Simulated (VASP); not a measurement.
# WSe2 (P6_3/mmc) in VASP: further runs, part 2 of 3

VASP 6.6.1. Earlier steps stand in the parts before.

### 3 Single point, PBE+D3(BJ)

The input, INCAR:

```
SYSTEM = WSe2
  PREC = Accurate
  ENCUT = 520
  EDIFF = 1E-6
  ISMEAR = 0
  SIGMA = 0.02
  LREAL = .False.
  LASPH = .True.
  NELM = 100
  ALGO = Normal
  ISIF = 2
  LWAVE = .False.
  LCHARG = .False.
  GGA = PE
  IVDW = 12
  NBANDS = 35
```

The input, KPOINTS:

```
Automatic mesh
0
Gamma
  9 9 2
  0 0 0
```

The input, POSCAR:

```
WSe2
1.0
    3.2790158322      0.0000000000      0.0000000000
   -1.6395079161      2.8397110101      0.0000000000
    0.0000000000      0.0000000000     12.7885063275
W Se
2 4
Direct
    0.3333333333      0.6666666667      0.2500000000
    0.6666666667      0.3333333333      0.7500000000
    0.3333333333      0.6666666667      0.6182884708
    0.6666666667      0.3333333333      0.1182884708
    0.3333333333      0.6666666667      0.8817115292
    0.6666666667      0.3333333333      0.3817115292
```

Potentials or basis: VASP PAW PBE potentials, release 64 (W_sv, Se).

The run is started by

```sh
cat potpaw_PBE.64/W_sv/POTCAR potpaw_PBE.64/Se/POTCAR > POTCAR
mpirun -np 1 vasp_std > vasp.out
```

OUTCAR:

```text
SYSTEM = WSe2
   PREC = Accurate
   ENCUT = 520
   EDIFF = 1E-6
   ISMEAR = 0
   LREAL = .False.
   LASPH = .True.
   NELM = 100
   ISIF = 2
   GGA = PE
   IVDW = 12
 IVDW          = 12

 ion  position               nearest neighbor table
   1  0.333  0.667  0.250-   4 2.53   6 2.53   4 2.53   6 2.53   4 2.53   6 2.53
   2  0.667  0.333  0.750-   3 2.53   5 2.53   3 2.53   5 2.53   3 2.53   5 2.53
   3  0.333  0.667  0.618-   2 2.53   2 2.53   2 2.53
   4  0.667  0.333  0.118-   1 2.53   1 2.53   1 2.53
   5  0.333  0.667  0.882-   2 2.53   2 2.53   2 2.53
   6  0.667  0.333  0.382-   1 2.53   1 2.53   1 2.53

  LATTYP: Found a hexagonal cell.
 ALAT       =     3.2790158322
 C/A-ratio  =     3.9001050870

  Lattice vectors:

 A1 = (   3.2790158322,   0.0000000000,   0.0000000000)
 A2 = (  -1.6395079161,   2.8397110101,   0.0000000000)
 A3 = (   0.0000000000,   0.0000000000,  12.7885063275)

Analysis of symmetry for initial positions (statically):
=====================================================================
 Subroutine PRICEL returns:
 Original cell was already a primitive cell.

 Routine SETGRP: Setting up the symmetry group for a
 hexagonal supercell.

 Subroutine GETGRP returns: Found 24 space group operations
 (whereof 12 operations were pure point group operations)
 out of a pool of 24 trial point group operations.

The static configuration has the point symmetry D_3d.
 The point group associated with its full space group is D_6h.

Analysis of symmetry for dynamics (positions and initial velocities):
=====================================================================
 Subroutine PRICEL returns:
 Original cell was already a primitive cell.

 Routine SETGRP: Setting up the symmetry group for a
 hexagonal supercell.

 Subroutine GETGRP returns: Found 24 space group operations
 (whereof 12 operations were pure point group operations)
 out of a pool of 24 trial point group operations.

The dynamic configuration has the point symmetry D_3d.
 The point group associated with its full space group is D_6h.

 Subroutine INISYM returns: Found 24 space group operations
 (whereof 12 operations are pure point group operations),
 and found     1 'primitive' translations

----------------------------------------------------------------------------------------

                                     Primitive cell

  volume of cell :     119.0796

  direct lattice vectors                    reciprocal lattice vectors
     3.279015832  0.000000000  0.000000000     0.304969555  0.176074255  0.000000000
    -1.639507916  2.839711010  0.000000000     0.000000000  0.352148510  0.000000000
     0.000000000  0.000000000 12.788506328     0.000000000  0.000000000  0.078195215

  length of vectors
     3.279015832  3.279015832 12.788506328     0.352148510  0.352148510  0.078195215

  position of ions in fractional coordinates (direct lattice)
     0.333333333  0.666666667  0.250000000
     0.666666667  0.333333333  0.750000000
     0.333333333  0.666666667  0.618288471
     0.666666667  0.333333333  0.118288471
     0.333333333  0.666666667  0.881711529
     0.666666667  0.333333333  0.381711529

  ion indices of the primitive-cell ions
   primitive index   ion index
                 1           1
                 2           2
[... 33 lines left out ...]
  0.000000  0.000000  0.000000      1.000000
  0.111111 -0.000000  0.000000      6.000000
  0.222222  0.000000  0.000000      6.000000
  0.333333  0.000000  0.000000      6.000000
  0.444444  0.000000  0.000000      6.000000
  0.111111  0.111111  0.000000      6.000000
[... 16 lines left out ...]
  0.333333  0.222222  0.500000     12.000000
  0.333333  0.333333  0.500000      2.000000
   k-points           NKPTS =     24   k-points in BZ     NKDIM =     24   number of bands    NBANDS=     35
   number of dos      NEDOS =    301   number of ions     NIONS =      6
   total plane-waves  NPLWV =  55296
   dimension x,y,z NGX =    24 NGY =   24 NGZ =   96
   dimension x,y,z NGXF=    48 NGYF=   48 NGZF=  192
   ions per type =               2   4
   NGX,Y,Z   is equivalent  to a cutoff of  12.17, 12.17, 12.48 a.u.
   NGXF,Y,Z  is equivalent  to a cutoff of  24.34, 24.34, 24.96 a.u.
 SYSTEM =  WSe2
   PREC   = accura    normal or accurate (medium, high low for compatibility)
   ISTART =      0    job   : 0-new  1-cont  2-samecut
   ICHARG =      2    charge: 1-file 2-atom 10-const
   ISPIN  =      1    spin polarized calculation?
   LNONCOLLINEAR =      F non collinear calculations
   LSORBIT =      F    spin-orbit coupling
   LASPH  =      T    aspherical Exc in radial PAW
   ENCUT  =  520.0 eV  38.22 Ry    6.18 a.u.   6.10  6.10 23.78*2*pi/ulx,y,z
   NELM   =    100;   NELMIN=  2; NELMDL= -5     # of ELM steps
   EDIFF  = 0.1E-05   stopping-criterion for ELM
   LREAL  =      F    real-space projection
   EDIFFG = 0.1E-04   stopping-criterion for IOM
   NSW    =      0    number of steps for IOM
   IBRION =     -1    ionic relax: 0-MD 1-quasi-New 2-CG
   NFREE  =      0    steps in history (QN), initial steepest desc. (CG)
   ISIF   =      2    stress and relaxation
   ISYM   =      2    0-nonsym 1-usesym 2-fastsym
   POTIM  = 0.5000    time-step for ionic-motion
   TEBEG  =    0.0;   TEEND  =   0.0 temperature during run
   PSTRESS=    0.0 pullay stress
   NELECT =      52.0000    total number of electrons
   NUPDOWN=      -1.0000    fix difference up-down
   EMIN   =  10.00;   EMAX   =-10.00  energy-range for DOS
   EFERMI =   0.00;   METHOD = LEGACY
   ISMEAR =     0;   SIGMA  =   0.02  broadening in eV -4-tet -1-fermi 0-gaus
   EFERMI_NEDOS =   21; number of points for ismear=-14 and -15
   IALGO  =     38    algorithm
   IMIX   =      4    mixing-type and parameters
     AMIX     =   0.40;   BMIX     =  1.00
     AMIX_MAG =   1.60;   BMIX_MAG =  1.00
  volume/ion in A,a.u.               =      19.85       133.93
  Fermi-wavevector in a.u.,A,eV,Ry     =   1.242024  2.347086 20.988681  1.542625
  Thomas-Fermi vector in A             =   2.376397
   LORBIT       =      0    0 simple, 1 ext, 2 COOP (PROOUT), +10 PAW based schemes
   GGA     = PE    functional components
   LHFCALC =     F    Hartree Fock is set to
   AEXX    =    0.0000 exact exchange contribution
   IVDW    =    12    specifies the selected vdW correction
   LEPSILON=     F    determine dielectric tensor
   LRPA    =     F    only Hartree local field effects (RPA)
 non-spin polarized calculation
 Gauss-broadening in eV      SIGMA  =   0.02
  energy-cutoff  :      520.00
  volume of cell :      119.08
 maximum number of plane-waves:      3246
   NGX = 13   NGY = 13   NGZ = 47

 number of electron      51.9999988 magnetization

 Free energy of the ion-electron system (eV)
  ---------------------------------------------------
  ext. energy  EPLUGINS =         0.00000000
  ---------------------------------------------------
  free energy    TOTEN  =       -43.07748404 eV

  energy without entropy =      -43.07748404  energy(sigma->0) =      -43.07748404

 E-fermi :   6.7112     XC(G=0): -10.8976

 val. band max:        6.5243306039   @ k =   0.0000   0.0000   0.0000
 cond. band min:       7.5168568570   @ k =   0.2222   0.1111   0.0000
 fundamental gap:      0.9925262531
 Fermi energy:         6.7112006205

 k-point     1 :       0.0000    0.0000    0.0000
  band No.  band energies     occupation
      1     -67.8186      2.00000
      2     -67.8186      2.00000
      3     -32.0695      2.00000
      4     -32.0694      2.00000
      5     -31.9321      2.00000
      6     -31.9321      2.00000
[... 901 lines left out ...]
     34      10.8494      0.00000
     35      12.7444      0.00000

------------------------ aborting loop because EDIFF is reached ----------------------------------------

 Edisp (eV)   -2.85288

 E8    (eV) :    -1.2725

  FORCE on cell =-STRESS in cart. coord.  units (eV):
  Direction    XX          YY          ZZ          XY          YZ          ZX
  --------------------------------------------------------------------------------------
  -------------------------------------------------------------------------------------
  Total       0.20632     0.20632     0.29319     0.00000     0.00000     0.00000
  in kB       2.77603     2.77603     3.94475     0.00000     0.00000     0.00000
  external pressure =        3.17 kB  Pullay stress =        0.00 kB

 VOLUME and BASIS-vectors are now :
 -----------------------------------------------------------------------------
  energy-cutoff  :      520.00
  volume of cell :      119.08
      direct lattice vectors                 reciprocal lattice vectors
     3.279015832  0.000000000  0.000000000     0.304969555  0.176074255  0.000000000
    -1.639507916  2.839711010  0.000000000     0.000000000  0.352148510  0.000000000
     0.000000000  0.000000000 12.788506328     0.000000000  0.000000000  0.078195215

 POSITION                                       TOTAL-FORCE (eV/Angst)
 -----------------------------------------------------------------------------------
     -0.00000      1.89314      3.19713        -0.000000      0.000000      0.000000
      1.63951      0.94657      9.59138         0.000000      0.000000      0.000000
     -0.00000      1.89314      7.90699         0.000000     -0.000000     -0.047000
      1.63951      0.94657      1.51273         0.000000     -0.000000     -0.047000
     -0.00000      1.89314     11.27577        -0.000000     -0.000000      0.047000
      1.63951      0.94657      4.88152         0.000000     -0.000000      0.047000
 -----------------------------------------------------------------------------------
    total drift:                               -0.000000      0.000000     -0.000000

  FREE ENERGIE OF THE ION-ELECTRON SYSTEM (eV)
  ---------------------------------------------------
  free  energy   TOTEN  =       -45.9303661986 eV

  energy  without entropy=      -45.9303661986  energy(sigma->0) =      -45.93036620
```

It took 92 s on 1 thread of AMD EPYC 7R43 (Zen 3), shared host; peak memory 0.24 GiB.

Results:

```
Free energy                : -45.9304 eV
Pressure                   : 0.3 GPa
Largest force              : 0.047 eV/Å
Band gap on the k mesh     : 0.99 eV, indirect (least direct gap 1.56 eV)
Dispersion energy per atom : -0.475 eV
```

Forces on the atoms (eV/Å):
```
W    0.000  0.000  0.000
W    0.000  0.000  0.000
Se   0.000  0.000 -0.047
Se   0.000  0.000 -0.047
Se   0.000  0.000  0.047
Se   0.000  0.000  0.047
```

Levels at points of the mesh, in eV from the valence-band top:
```
           k point  band 24  band 25  band 26  band 27  band 28  band 29
(0.00, 0.00, 0.00)    -1.20    -0.96     0.00     2.63     2.63     2.68
(0.00, 0.00, 0.50)    -1.50    -0.20    -0.20     2.63     2.63     2.63
```

Caveat: spin-orbit coupling is left out, which moves the levels of the heavy elements.

(Continued in part 3 of 3.)
